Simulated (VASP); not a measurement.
# MgSe (Fm-3m) in VASP: single point with PBE

Aim: the single point of MgSe with PBE.

Everything below comes from runs of VASP 6.6.1. Logs are shortened: lines on timing, memory, paths and dates and some standing lists are left out, and cuts for length are marked.

### 1 The cell of the first run

The structure is cubic, space group Fm-3m (No. 225). Conventional cell: a = 5.246 Å, b = 5.246 Å, c = 5.246 Å, α = 90.00°, β = 90.00°, γ = 90.00°. Mg (site symmetry m-3m) has 6 Se at 2.62 Å within 3.5 Å. Se (site symmetry m-3m) has 6 Mg at 2.62 Å within 3.5 Å.

### 2 Single point, PBE

Contents of INCAR:

```
SYSTEM = MgSe
ALGO     = Normal         ! electronic algorithm
EDIFF    = 1E-6           ! SCF threshold, eV
ENCUT    = 600            ! plane-wave cutoff, eV
GGA      = PE             ! functional
GGA_COMPAT= .False.      
ISIF     = 2              ! what is computed and relaxed
ISMEAR   = 0              ! smearing method
LASPH    = .True.         ! aspherical terms in the spheres
LCHARG   = .False.        ! write CHGCAR
LREAL    = .False.        ! projectors in reciprocal space
LWAVE    = .False.        ! write WAVECAR
NBANDS   = 11             ! bands
NELM     = 120            ! most SCF steps
PREC     = Accurate       ! precision mode
SIGMA    = 0.01           ! smearing width, eV
```

Contents of KPOINTS:

```
k-points
0
Gamma
  10 10 10
  0 0 0
```

Contents of POSCAR:

```
MgSe
1.0
    0.0000000000      2.6229646198      2.6229646198
    2.6229646198      0.0000000000      2.6229646198
    2.6229646198      2.6229646198      0.0000000000
Mg Se
1 1
Direct
    0.0000000000      0.0000000000      0.0000000000
    0.5000000000      0.5000000000      0.5000000000
```

Potentials or basis: VASP PAW PBE potentials, release 64 (Mg, Se).

Started as:

```sh
> cat potpaw_PBE.64/Mg/POTCAR potpaw_PBE.64/Se/POTCAR > POTCAR
> mpirun -np 1 vasp_std > vasp.out
```

OUTCAR:

```text
SYSTEM = MgSe
   EDIFF = 1E-6
   ENCUT = 600
   GGA = PE
   ISIF = 2
   ISMEAR = 0
   LASPH = .True.
   LREAL = .False.
   NELM = 120
   PREC = Accurate

 ion  position               nearest neighbor table
   1  0.000  0.000  0.000-   2 2.62   2 2.62   2 2.62   2 2.62   2 2.62   2 2.62
   2  0.500  0.500  0.500-   1 2.62   1 2.62   1 2.62   1 2.62   1 2.62   1 2.62

  LATTYP: Found a face centered cubic cell.
 ALAT       =     5.2459292396

  Lattice vectors:

 A1 = (   0.0000000000,   2.6229646198,   2.6229646198)
 A2 = (   2.6229646198,   0.0000000000,   2.6229646198)
 A3 = (   2.6229646198,   2.6229646198,   0.0000000000)

Analysis of symmetry for initial positions (statically):
=====================================================================
 Subroutine PRICEL returns:
 Original cell was already a primitive cell.

 Routine SETGRP: Setting up the symmetry group for a
 face centered cubic supercell.

 Subroutine GETGRP returns: Found 48 space group operations
 (whereof 48 operations were pure point group operations)
 out of a pool of 48 trial point group operations.

The static configuration has the point symmetry O_h .

Analysis of symmetry for dynamics (positions and initial velocities):
=====================================================================
 Subroutine PRICEL returns:
 Original cell was already a primitive cell.

 Routine SETGRP: Setting up the symmetry group for a
 face centered cubic supercell.

 Subroutine GETGRP returns: Found 48 space group operations
 (whereof 48 operations were pure point group operations)
 out of a pool of 48 trial point group operations.

The dynamic configuration has the point symmetry O_h .

 Subroutine INISYM returns: Found 48 space group operations
 (whereof 48 operations are pure point group operations),
 and found     1 'primitive' translations

----------------------------------------------------------------------------------------

                                     Primitive cell

  volume of cell :      36.0917

  direct lattice vectors                    reciprocal lattice vectors
     0.000000000  2.622964620  2.622964620    -0.190623997  0.190623997  0.190623997
     2.622964620  0.000000000  2.622964620     0.190623997 -0.190623997  0.190623997
     2.622964620  2.622964620  0.000000000     0.190623997  0.190623997 -0.190623997

  length of vectors
     3.709432139  3.709432139  3.709432139     0.330170448  0.330170448  0.330170448

  position of ions in fractional coordinates (direct lattice)
     0.000000000  0.000000000  0.000000000
     0.500000000  0.500000000  0.500000000

  ion indices of the primitive-cell ions
   primitive index   ion index
                 1           1
                 2           2

----------------------------------------------------------------------------------------

 KPOINTS: k-points

Automatic generation of k-mesh.
 Grid dimensions read from file:
 generate k-points for:   10   10   10

 Generating k-lattice:

  Cartesian coordinates                     Fractional coordinates (reciprocal lattice)
    -0.019062400  0.019062400  0.019062400     0.100000000  0.000000000  0.000000000
     0.019062400 -0.019062400  0.019062400     0.000000000  0.100000000  0.000000000
     0.019062400  0.019062400 -0.019062400     0.000000000  0.000000000  0.100000000

  Length of vectors
     0.033017045  0.033017045  0.033017045

  Shift w.r.t. Gamma in fractional coordinates (k-lattice)
     0.000000000  0.000000000  0.000000000

 Subroutine IBZKPT returns following result:
 ===========================================

 Found     47 irreducible k-points:

 Following reciprocal coordinates:
            Coordinates               Weight
  0.000000  0.000000  0.000000      1.000000
  0.100000  0.000000  0.000000      8.000000
  0.200000  0.000000  0.000000      8.000000
  0.300000  0.000000  0.000000      8.000000
  0.400000  0.000000  0.000000      8.000000
  0.500000  0.000000  0.000000      4.000000
[... 16 lines left out ...]
  0.300000  0.300000  0.000000      6.000000
  0.400000  0.300000  0.000000     24.000000
 [... further k-points ...]
   k-points           NKPTS =     47   k-points in BZ     NKDIM =     47   number of bands    NBANDS=     11
   number of dos      NEDOS =    301   number of ions     NIONS =      2
   total plane-waves  NPLWV =  27000
   dimension x,y,z NGX =    30 NGY =   30 NGZ =   30
   dimension x,y,z NGXF=    60 NGYF=   60 NGZF=   60
   ions per type =               1   1
   NGX,Y,Z   is equivalent  to a cutoff of  13.45, 13.45, 13.45 a.u.
   NGXF,Y,Z  is equivalent  to a cutoff of  26.89, 26.89, 26.89 a.u.
 SYSTEM =  MgSe
   PREC   = accura    normal or accurate (medium, high low for compatibility)
   ISTART =      0    job   : 0-new  1-cont  2-samecut
   ICHARG =      2    charge: 1-file 2-atom 10-const
   ISPIN  =      1    spin polarized calculation?
   LNONCOLLINEAR =      F non collinear calculations
   LSORBIT =      F    spin-orbit coupling
   LASPH  =      T    aspherical Exc in radial PAW
   ENCUT  =  600.0 eV  44.10 Ry    6.64 a.u.   7.41  7.41  7.41*2*pi/ulx,y,z
   NELM   =    120;   NELMIN=  2; NELMDL= -5     # of ELM steps
   EDIFF  = 0.1E-05   stopping-criterion for ELM
   LREAL  =      F    real-space projection
   EDIFFG = 0.1E-04   stopping-criterion for IOM
   NSW    =      0    number of steps for IOM
   IBRION =     -1    ionic relax: 0-MD 1-quasi-New 2-CG
   NFREE  =      0    steps in history (QN), initial steepest desc. (CG)
   ISIF   =      2    stress and relaxation
   ISYM   =      2    0-nonsym 1-usesym 2-fastsym
   POTIM  = 0.5000    time-step for ionic-motion
   TEBEG  =    0.0;   TEEND  =   0.0 temperature during run
   PSTRESS=    0.0 pullay stress
   NELECT =       8.0000    total number of electrons
   NUPDOWN=      -1.0000    fix difference up-down
   EMIN   =  10.00;   EMAX   =-10.00  energy-range for DOS
   EFERMI =   0.00;   METHOD = LEGACY
   ISMEAR =     0;   SIGMA  =   0.01  broadening in eV -4-tet -1-fermi 0-gaus
   EFERMI_NEDOS =   21; number of points for ismear=-14 and -15
   IALGO  =     38    algorithm
   IMIX   =      4    mixing-type and parameters
     AMIX     =   0.40;   BMIX     =  1.00
     AMIX_MAG =   1.60;   BMIX_MAG =  1.00
  volume/ion in A,a.u.               =      18.05       121.78
  Fermi-wavevector in a.u.,A,eV,Ry     =   0.990761  1.872267 13.355589  0.981608
  Thomas-Fermi vector in A             =   2.122455
   LORBIT       =      0    0 simple, 1 ext, 2 COOP (PROOUT), +10 PAW based schemes
   GGA     = PE    functional components
   LHFCALC =     F    Hartree Fock is set to
   AEXX    =    0.0000 exact exchange contribution
   IVDW    =     0    specifies the selected vdW correction
   LEPSILON=     F    determine dielectric tensor
   LRPA    =     F    only Hartree local field effects (RPA)
 non-spin polarized calculation
 Gauss-broadening in eV      SIGMA  =   0.01
  energy-cutoff  :      600.00
  volume of cell :       36.09
 maximum number of plane-waves:      1243
 NGX is ok and might be reduce to    30
   NGX = 15   NGY = 15   NGZ = 15

 number of electron       8.0000000 magnetization

 Free energy of the ion-electron system (eV)
  ---------------------------------------------------
  ext. energy  EPLUGINS =         0.00000000
  ---------------------------------------------------
  free energy    TOTEN  =        -7.30707320 eV

  energy without entropy =       -7.30707320  energy(sigma->0) =       -7.30707320

 E-fermi :   4.3553     XC(G=0):  -9.9647

 val. band max:        4.2681912776   @ k =   0.0000   0.0000   0.0000
 cond. band min:       6.2606471673   @ k =   0.5000   0.5000   0.0000
 fundamental gap:      1.9924558897
 Fermi energy:         4.3553068920

 k-point     1 :       0.0000    0.0000    0.0000
  band No.  band energies     occupation
      1      -9.3782      2.00000
      2       4.2682      2.00000
      3       4.2682      2.00000
      4       4.2682      2.00000
      5       7.7103      0.00000
      6      11.6103      0.00000
      7      11.6103      0.00000
      8      11.6103      0.00000
      9      14.4337      0.00000
     10      14.4337      0.00000
     11      15.3545      0.00000

 k-point     2 :       0.1000    0.0000    0.0000
  band No.  band energies     occupation
      1      -9.2741      2.00000
      2       3.3520      2.00000
      3       4.1824      2.00000
      4       4.1824      2.00000
      5       8.3909      0.00000
      6      11.4038      0.00000
      7      11.8256      0.00000
      8      11.8256      0.00000
      9      13.6879      0.00000
     10      13.6879      0.00000
     11      15.8449      0.00000

 k-point     3 :       0.2000    0.0000    0.0000
  band No.  band energies     occupation
      1      -8.9791      2.00000
      2       1.7265      2.00000
      3       3.9771      2.00000
      4       3.9771      2.00000
      5       8.8500      0.00000
      6      11.8004      0.00000
      7      11.8004      0.00000
      8      11.9760      0.00000
      9      13.5397      0.00000
     10      13.5397      0.00000
     11      15.2071      0.00000
[... 267 lines left out ...]
 k-point    23 :       0.3000    0.3000    0.0000
  band No.  band energies     occupation
      1      -8.2995      2.00000
      2       0.6323      2.00000
      3       2.7394      2.00000
      4       2.7394      2.00000
      5       7.8903      0.00000
      6       8.6562      0.00000
      7      13.6088      0.00000
      8      15.1271      0.00000
      9      15.1271      0.00000
     10      15.9602      0.00000
     11      19.4676      0.00000

 k-point    24 :       0.4000    0.3000    0.0000
  band No.  band energies     occupation
      1      -7.9850      2.00000
      2       0.0384      2.00000
      3       2.2171      2.00000
      4       2.5571      2.00000
      5       7.4840      0.00000
      6       8.7842      0.00000
      7      13.9266      0.00000
      8      14.6102      0.00000
      9      16.5488      0.00000
     10      17.7597      0.00000
     11      19.9914      0.00000

 [... further k-points ...]

------------------------ aborting loop because EDIFF is reached ----------------------------------------

  FORCE on cell =-STRESS in cart. coord.  units (eV):
  Direction    XX          YY          ZZ          XY          YZ          ZX
  --------------------------------------------------------------------------------------
  -------------------------------------------------------------------------------------
  Total        2.6820819      2.6820819      2.6820819      0.0000000      0.0000000      0.0000000
  in kB      119.0625880    119.0625880    119.0625880      0.0000000      0.0000000      0.0000000
  external PRESSURE =     119.0625880 kB  Pullay stress =       0.0000000 kB

 VOLUME and BASIS-vectors are now :
 -----------------------------------------------------------------------------
  energy-cutoff  :      600.00
  volume of cell :       36.09
      direct lattice vectors                 reciprocal lattice vectors
     0.000000000  2.622964620  2.622964620    -0.190623997  0.190623997  0.190623997
     2.622964620  0.000000000  2.622964620     0.190623997 -0.190623997  0.190623997
     2.622964620  2.622964620  0.000000000     0.190623997  0.190623997 -0.190623997

 POSITION                                       TOTAL-FORCE (eV/Angst)
 -----------------------------------------------------------------------------------
      0.00000      0.00000      0.00000        -0.000000     -0.000000      0.000000
      2.62296      2.62296      2.62296         0.000000      0.000000     -0.000000
 -----------------------------------------------------------------------------------
    total drift:                               -0.000000     -0.000000      0.000000

  FREE ENERGIE OF THE ION-ELECTRON SYSTEM (eV)
  ---------------------------------------------------
  free  energy   TOTEN  =        -7.3070732018 eV

  energy  without entropy=       -7.3070732018  energy(sigma->0) =       -7.30707320
```

It took 16 s on 1 thread of Intel Xeon Platinum 8488C (Sapphire Rapids), shared host; peak memory 0.18 GiB.

What came out:

- Free energy: -7.3071 eV
- Pressure: 11.9 GPa
- Band gap on the k mesh: 1.99 eV (least direct gap 3.44 eV)

Caveat: the cell stands under pressure.
